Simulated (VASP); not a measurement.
Wanted: the native input for a VASP 6.6.1 run.

```
Task                   : single point
Functional             : PBEsol
Potentials or basis    : VASP PAW PBE potentials, release 64 (Ta_pv, N)
Cutoff                 : 520 eV
k mesh                 : 12 × 12 × 12
Occupations            : gaussian, width 0.1 eV
Spin                   : no spin polarisation
Dipole correction      : no
Further INCAR settings : ALGO = Normal; EDIFF = 1e-07; NBANDS = 33
```

The structure of TaN lies in POSCAR:

```
TaN
1.0
    5.2050894132      0.0000000000      0.0000000000
   -2.6025447066      4.5077396608      0.0000000000
    0.1161434956      0.0000000000      2.9035873911
Ta N
3 3
Direct
    0.0000000000      0.0000000000      0.0000000000
    0.3335836500      0.6671673001      0.5000000000
    0.6664163500      0.3328326999      0.5000000000
    0.5000000000      0.0000000000      0.0000000000
    0.5000000000      0.5000000000      0.0000000000
    0.0000000000      0.5000000000      0.0000000000
```

This cell differs from its parent crystal: shear of c along a, cell held: +4.0 %, then relaxed in part.

One way to write it, as run:

INCAR

```
ALGO = Normal
EDIFF = 1E-7
ENCUT = 520
GGA = PS
ISIF = 2
ISMEAR = 0
LASPH = T
LCHARG = F
LREAL = F
LWAVE = F
NBANDS = 33
NELM = 100
PREC = Accurate
SIGMA = 0.1
```

KPOINTS

```
k-points
0
Gamma
  12 12 12
```

Potentials or basis: VASP PAW PBE potentials, release 64 (Ta_pv, N).

Command:

```bash
$ cat potpaw_PBE.64/Ta_pv/POTCAR potpaw_PBE.64/N/POTCAR > POTCAR
$ mpirun -np 1 vasp_std > vasp.out
```

Results of the run:

```
Pressure               : 1.4 GPa
Band gap on the k mesh : zero (bands 24 and 25 overlap by 2.17 eV)
```

Caveat: the cell differs from its parent crystal (shear of c along a, cell held: +4.0 %, then relaxed in part); the PAW data sets were made with another functional, which shifts forces and pressure a little; spin-orbit coupling is left out, which moves the levels of the heavy elements.

It took 8 min on 1 thread of Intel(R) Xeon(R) 6975P-C (Granite Rapids), with other jobs on the host, peak memory 0.83 GiB.
